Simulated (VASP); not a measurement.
# NbH (Immm) in VASP: a series of runs

NbH is run at these levels: LDA; tasks: single point.

Everything below comes from runs of VASP 6.6.1. Logs are shortened: lines on timing, memory, paths and dates and some standing lists are left out, and cuts for length are marked.

## (1) The cell of the first run

It takes space group Immm (No. 71, orthorhombic). The conventional cell has a = 3.150 Å, b = 3.214 Å, c = 3.969 Å, α = 90.00°, β = 90.00°, γ = 90.00°. Nb (site symmetry mmm) has 6 H at 1.98 to 2.25 Å within 2.6 Å. H (site symmetry mmm) has 6 Nb at 1.98 to 2.25 Å within 2.6 Å.

## (2) Single point, LDA (strain -0.0200 x Voigt [0, 1, 0, 0, 0, 0])

Contents of INCAR:

```
SYSTEM = NbH
PREC     = Accurate       ! precision mode
ENCUT    = 520            ! plane-wave cutoff, eV
EDIFF    = 1E-6           ! SCF threshold, eV
ISMEAR   = 0              ! smearing method
SIGMA    = 0.15           ! smearing width, eV
LREAL    = .FALSE.        ! projectors in reciprocal space
LASPH    = .TRUE.         ! aspherical terms in the spheres
NELM     = 100            ! most SCF steps
ALGO     = Normal         ! electronic algorithm
ISIF     = 2              ! what is computed and relaxed
LWAVE    = .FALSE.        ! write WAVECAR
LCHARG   = .TRUE.         ! write CHGCAR
GGA      = CA             ! functional
LELF     = .TRUE.         ! ELF
LVHAR    = .TRUE.       
NBANDS   = 14             ! bands
```

Contents of KPOINTS:

```
Automatic mesh
0
G
  20 20 20
  0 0 0
```

Contents of POSCAR:

```
NbH
1.0
   -1.6069640000      1.5748247200      1.9843010000
    1.6069640000     -1.5748247200      1.9843010000
    1.6069640000      1.5748247200     -1.9843010000
Nb H
1 1
Direct
    0.0000000000      0.0000000000      0.0000000000
    0.5000000000      0.5000000000      0.0000000000
```

Potentials or basis: VASP PAW LDA potentials, release 64 (Nb_sv, H).

Started as:

```sh
$ cat potpaw_LDA.64/Nb_sv/POTCAR potpaw_LDA.64/H/POTCAR > POTCAR
$ mpirun -np 1 vasp_std > vasp.out
```

OUTCAR:

```text
SYSTEM = NbH
   PREC = Accurate
   ENCUT = 520
   EDIFF = 1E-6
   ISMEAR = 0
   LREAL = .FALSE.
   LASPH = .TRUE.
   NELM = 100
   ISIF = 2
   GGA = CA

 ion  position               nearest neighbor table
   1  0.000  0.000  0.000-
   2  0.500  0.500  0.000-

  LATTYP: Found a body centered orthorhombic cell.
 ALAT       =     3.1496494400
 B/A-ratio  =     1.0204081633
 C/A-ratio  =     1.2600138763

  Lattice vectors:

 A1 = (   1.6069640000,  -1.5748247200,  -1.9843010000)
 A2 = (  -1.6069640000,   1.5748247200,  -1.9843010000)
 A3 = (   1.6069640000,   1.5748247200,   1.9843010000)

Analysis of symmetry for initial positions (statically):
=====================================================================
 Subroutine PRICEL returns:
 Original cell was already a primitive cell.

 Routine SETGRP: Setting up the symmetry group for a
 body centered orthorhombic supercell.

 Subroutine GETGRP returns: Found  8 space group operations
 (whereof  8 operations were pure point group operations)
 out of a pool of  8 trial point group operations.

The static configuration has the point symmetry D_2h.

Analysis of symmetry for dynamics (positions and initial velocities):
=====================================================================
 Subroutine PRICEL returns:
 Original cell was already a primitive cell.

 Routine SETGRP: Setting up the symmetry group for a
 body centered orthorhombic supercell.

 Subroutine GETGRP returns: Found  8 space group operations
 (whereof  8 operations were pure point group operations)
 out of a pool of  8 trial point group operations.

The dynamic configuration has the point symmetry D_2h.

 Subroutine INISYM returns: Found  8 space group operations
 (whereof  8 operations are pure point group operations),
 and found     1 'primitive' translations

----------------------------------------------------------------------------------------

                                     Primitive cell

  volume of cell :      20.0866

  direct lattice vectors                    reciprocal lattice vectors
    -1.606964000  1.574824720  1.984301000     0.000000000  0.317495651  0.251977901
     1.606964000 -1.574824720  1.984301000     0.311145738  0.000000000  0.251977901
     1.606964000  1.574824720 -1.984301000     0.311145738  0.317495651  0.000000000

  length of vectors
     2.999976109  2.999976109  2.999976109     0.405334863  0.400380485  0.444539266

  position of ions in fractional coordinates (direct lattice)
     0.000000000  0.000000000  0.000000000
     0.500000000  0.500000000  0.000000000

  ion indices of the primitive-cell ions
   primitive index   ion index
[... 87 lines left out ...]
   EMIN   =  10.00;   EMAX   =-10.00  energy-range for DOS
   EFERMI =   0.00;   METHOD = LEGACY
   ISMEAR =     0;   SIGMA  =   0.15  broadening in eV -4-tet -1-fermi 0-gaus
   EFERMI_NEDOS =   21; number of points for ismear=-14 and -15
   IALGO  =     38    algorithm
   IMIX   =      4    mixing-type and parameters
     AMIX     =   0.40;   BMIX     =  1.00
     AMIX_MAG =   1.60;   BMIX_MAG =  1.00
  volume/ion in A,a.u.               =      10.04        67.78
  Fermi-wavevector in a.u.,A,eV,Ry     =   1.451495  2.742928 28.665267  2.106838
  Thomas-Fermi vector in A             =   2.568986
   LORBIT       =      0    0 simple, 1 ext, 2 COOP (PROOUT), +10 PAW based schemes
   GGA     = CA    functional components
   LHFCALC =     F    Hartree Fock is set to
   AEXX    =    0.0000 exact exchange contribution
   IVDW    =     0    specifies the selected vdW correction
   LEPSILON=     F    determine dielectric tensor
   LRPA    =     F    only Hartree local field effects (RPA)
 non-spin polarized calculation
 Gauss-broadening in eV      SIGMA  =   0.15
  energy-cutoff  :      520.00
  volume of cell :       20.09
 maximum number of plane-waves:       554
   NGX = 11   NGY = 11   NGZ = 11

 number of electron      13.9999999 magnetization

 Free energy of the ion-electron system (eV)
  ---------------------------------------------------
  ext. energy  EPLUGINS =         0.00000000
  ---------------------------------------------------
  free energy    TOTEN  =       -15.15099483 eV

  energy without entropy =      -15.13819840  energy(sigma->0) =      -15.14459661

 E-fermi :  11.0828     XC(G=0): -12.7096

 val. band max:       11.0811446313   @ k =   0.5000  -0.4000   0.0500
 cond. band min:      11.0828925542   @ k =   0.5000  -0.2000   0.1500
 fundamental gap:      0.0017479229
 Fermi energy:        11.0827654332

 k-point     1 :       0.0000    0.0000    0.0000
  band No.  band energies     occupation
      1     -43.6811      2.00000
      2     -19.4035      2.00000
      3     -19.3766      2.00000
      4     -19.3392      2.00000
      5       1.4798      2.00000
      6      10.2714      2.00000
      7      10.5357      2.00000
      8      11.6672      0.00000
      9      12.1030      0.00000
     10      13.0275      0.00000
     11      21.1348      0.00000
     12      22.5334      0.00000
     13      23.4537      0.00000
     14      23.8067      0.00000
[... 377 lines left out ...]
      1     -43.5362      2.00000
      2     -20.3020      2.00000
      3     -19.5711      2.00000
      4     -19.4448      2.00000
      5       4.9693      2.00000
      6       7.8256      2.00000
      7       9.6030      2.00000
      8      11.2819      0.06048
      9      14.1759      0.00000
     10      14.4455      0.00000
     11      17.5449      0.00000
     12      22.2822      0.00000
     13      27.4098      0.00000
     14      28.6299      0.00000

 [... further k-points ...]

------------------------ aborting loop because EDIFF is reached ----------------------------------------

  FORCE on cell =-STRESS in cart. coord.  units (eV):
  Direction    XX          YY          ZZ          XY          YZ          ZX
  --------------------------------------------------------------------------------------
  -------------------------------------------------------------------------------------
  Total       -1.0860637     -0.7544494     -1.0474712      0.0000000      0.0000000      0.0000000
  in kB      -86.6283374    -60.1775921    -83.5500552      0.0000000      0.0000000      0.0000000
  external PRESSURE =     -76.7853282 kB  Pullay stress =       0.0000000 kB

 VOLUME and BASIS-vectors are now :
 -----------------------------------------------------------------------------
  energy-cutoff  :      520.00
  volume of cell :       20.09
      direct lattice vectors                 reciprocal lattice vectors
    -1.606964000  1.574824720  1.984301000     0.000000000  0.317495651  0.251977901
     1.606964000 -1.574824720  1.984301000     0.311145738  0.000000000  0.251977901
     1.606964000  1.574824720 -1.984301000     0.311145738  0.317495651  0.000000000

 POSITION                                       TOTAL-FORCE (eV/Angst)
 -----------------------------------------------------------------------------------
      0.00000      0.00000      0.00000        -0.000000     -0.000000     -0.000000
      0.00000      0.00000      1.98430         0.000000      0.000000      0.000000
 -----------------------------------------------------------------------------------
    total drift:                               -0.000000      0.000000      0.000000

  FREE ENERGIE OF THE ION-ELECTRON SYSTEM (eV)
  ---------------------------------------------------
  free  energy   TOTEN  =       -15.1509948255 eV

  energy  without entropy=      -15.1381984015  energy(sigma->0) =      -15.14459661
```

OSZICAR:

```text
N       E                     dE             d eps       ncg     rms          rms(c)
DAV:   1     0.122907753398E+03    0.12291E+03   -0.76648E+03 32800   0.104E+03
DAV:   2    -0.108389149856E+02   -0.13375E+03   -0.12678E+03 36620   0.375E+02
DAV:   3    -0.157345722485E+02   -0.48957E+01   -0.46684E+01 47532   0.653E+01
DAV:   4    -0.160482584315E+02   -0.31369E+00   -0.31257E+00 43240   0.142E+01
DAV:   5    -0.160587185525E+02   -0.10460E-01   -0.10457E-01 48916   0.234E+00    0.794E+00
DAV:   6    -0.152410211392E+02    0.81770E+00   -0.82940E-01 53650   0.116E+01    0.257E+00
DAV:   7    -0.151513599812E+02    0.89661E-01   -0.19395E-01 57352   0.480E+00    0.839E-01
DAV:   8    -0.151509823079E+02    0.37767E-03   -0.15402E-02 41824   0.153E+00    0.158E-01
DAV:   9    -0.151510043579E+02   -0.22050E-04   -0.16506E-03 53164   0.420E-01    0.461E-02
DAV:  10    -0.151510008736E+02    0.34843E-05   -0.40506E-05 36676   0.658E-02    0.221E-02
DAV:  11    -0.151509948998E+02    0.59738E-05   -0.91221E-06 47502   0.352E-02    0.485E-03
DAV:  12    -0.151509948255E+02    0.74314E-07   -0.79358E-07 26678   0.981E-03
   1 F= -.15150995E+02 E0= -.15144597E+02  d E =-.127964E-01
```

stdout:

```text
POSCAR found type information on POSCAR NbH
 POSCAR found :  2 types and       2 ions
 scaLAPACK will be used
 LDA part: xc-table for (Slater(with rela. corr.)+CA(PZ))
 , standard interpolation
 POSCAR, INCAR and KPOINTS ok, starting setup
 FFT: planning ... GRIDC
 FFT: planning ... GRID_SOFT
 FFT: planning ... GRID
 WAVECAR not read
 entering main loop
```

It took 3.1 min on 1 thread of AMD EPYC 9R45 (Zen 5), shared host; peak memory 0.38 GiB.

Results:

```yaml
Free_energy: -15.1510 eV
Pressure: -7.7 GPa
Band_gap_on_the_k_mesh: zero (bands 7 and 8 overlap by 4.25 eV)
```

Caveat: the cell differs from its parent crystal (strain -0.0200 x Voigt [0, 1, 0, 0, 0, 0]); the cell stands under tension.

## (3) Single point, LDA (strain +0.0150 x Voigt [0, 1, 0, 0, 0, 0])

Contents of INCAR:

```
SYSTEM = NbH
ALGO = Normal
EDIFF = 1E-6
ENCUT = 520
GGA = CA
ISIF = 2
ISMEAR = 0
LASPH = .TRUE.
LCHARG = .FALSE.
LREAL = .FALSE.
LWAVE = .FALSE.
NBANDS = 14
NELM = 100
PREC = Accurate
SIGMA = 0.15
```

Contents of KPOINTS:

```
k-points
0
G
  20 20 20
  0 0 0
```

Contents of POSCAR:

```
NbH
1.0
   -1.6069640000      1.6310684600      1.9843010000
    1.6069640000     -1.6310684600      1.9843010000
    1.6069640000      1.6310684600     -1.9843010000
Nb H
1 1
Direct
    0.0000000000      0.0000000000      0.0000000000
    0.5000000000      0.5000000000      0.0000000000
```

Potentials or basis: VASP PAW LDA potentials, release 64 (Nb_sv, H).

Started as:

```sh
$ cat potpaw_LDA.64/Nb_sv/POTCAR potpaw_LDA.64/H/POTCAR > POTCAR
$ mpirun -np 1 vasp_std > vasp.out
```

Run time: 2.9 min. Hardware: 1 thread of AMD EPYC 9R45 (Zen 5), shared host; peak memory 0.38 GiB.

The run converged. Its results:

| Quantity | Value |
| --- | --- |
| Free energy | -15.1063 eV |
| Pressure | -13.4 GPa |
| Band gap on the k mesh | zero (bands 7 and 8 overlap by 4.10 eV) |

Stress tensor (GPa, compression positive):
```
-12.22   0.00   0.00
  0.00 -14.22   0.00
  0.00   0.00 -13.71
```

Levels at points of the mesh, in eV from the Fermi level:
| k point | band 4 | band 5 | band 6 | band 7 | band 8 | band 9 | band 10 | band 11 |
| --- | --- | --- | --- | --- | --- | --- | --- | --- |
| (0.00, 0.00, 0.00) | -30.57 | -9.47 | -0.80 | -0.62 | 0.66 | 0.81 | 1.70 | 9.97 |
| (0.50, 0.00, 0.00) | -30.64 | -4.77 | -4.30 | -1.52 | -0.12 | 2.93 | 4.14 | 7.37 |
| (0.00, 0.50, 0.00) | -30.65 | -4.71 | -4.31 | -1.70 | -0.04 | 3.15 | 4.11 | 7.29 |
| (0.50, 0.50, 0.00) | -30.73 | -7.95 | -3.17 | 1.24 | 2.89 | 3.53 | 4.67 | 7.71 |
| (0.50, 0.50, 0.50) | -31.03 | -7.98 | -3.58 | 3.57 | 3.72 | 4.18 | 4.20 | 7.32 |

Caveat: the cell differs from its parent crystal (strain +0.0150 x Voigt [0, 1, 0, 0, 0, 0]); the cell stands under tension.
